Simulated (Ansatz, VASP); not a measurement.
## Two plane-wave programs on Ta4O

INCAR

```
  ALGO = Normal
  EDIFF = 1E-6
  ENCUT = 520
  GGA = PE
  ISIF = 2
  ISMEAR = 0
  ISPIN = 2
  LASPH = True
  LCHARG = False
  LMAXMIX = 4
  LORBIT = 11
  LREAL = False
  LWAVE = False
  MAGMOM = 1 1 1 1 0
  NBANDS = 37
  NELM = 150
  PREC = Accurate
  SIGMA = 0.1
```

KPOINTS

```
k-points
0
Gamma
  4 4 4
```

The input POSCAR:

```
Ta4O
1.0
   -2.7635759965      2.7635759965      2.7635759965
    2.7635759965     -2.7635759965      2.7635759965
    2.7635759965      2.7635759965     -2.7635759965
Ta O
4 1
Direct
    0.5000000000      0.5000000000      0.5000000000
    0.0000000000      0.0000000000      0.5000000000
    0.0000000000      0.5000000000      0.0000000000
    0.5000000000      0.0000000000      0.0000000000
    0.0000000000      0.0000000000      0.0000000000
```

Input for Ansatz:

```yaml
crystal:
  lattice:
    - [-2.7635759965, 2.7635759965, 2.7635759965]
    - [2.7635759965, -2.7635759965, 2.7635759965]
    - [2.7635759965, 2.7635759965, -2.7635759965]
  atoms:
    - { symbol: Ta, position: [0.5, 0.5, 0.5], spin: 1.0 }
    - { symbol: Ta, position: [0.0, 0.0, 0.5], spin: 1.0 }
    - { symbol: Ta, position: [0.0, 0.5, 0.0], spin: 1.0 }
    - { symbol: Ta, position: [0.5, 0.0, 0.0], spin: 1.0 }
    - { symbol: O, position: [0.0, 0.0, 0.0] }
basis:
  ecutwfc: 420
kpoints:
  mp_grid: { grid: [4, 4, 4] }
hamiltonian:
  xc: pbe
scf:
  occupations: { method: gaussian, width: 0.1 }
  lower_state_search: "off"
output:
  forces: true
  stress: true
  eigenvalues: true
  populations: true
magnetization:
  spin_polarized: true
```

Alike in both runs: task single point; functional PBE; k mesh 4 × 4 × 4; occupations gaussian, width 0.1 eV; collinear spin.

```csv
,VASP,Ansatz
version,VASP 6.6.1,Ansatz 0.2.0
potentials or method,"VASP PAW PBE potentials, release 64 (Ta_pv, O), cutoff 520 eV","scalar-relativistic, plane waves, PAW"
valence electrons in the cell,50,58
```

VASP gave:

- gap on the k mesh at the Fermi level (eV): none
- pressure (GPa): 0.4
- net moment per atom (μB): 0.00

Q: Estimate Ansatz's values.

A: gap on the k mesh at the Fermi level (eV): none; pressure (GPa): 0.2; net moment per atom (μB): 0.00.

A gap of «none» marks a metal or a gap that the smearing closes. VASP's potentials hold 50 valence electrons a cell and Ansatz's 58, so a difference there can come from the potentials and not from the codes. Ansatz's warnings: seeded moment not kept.

The k mesh is coarse, so the values compare programs but aren't converged. Neither program's run includes spin-orbit coupling.
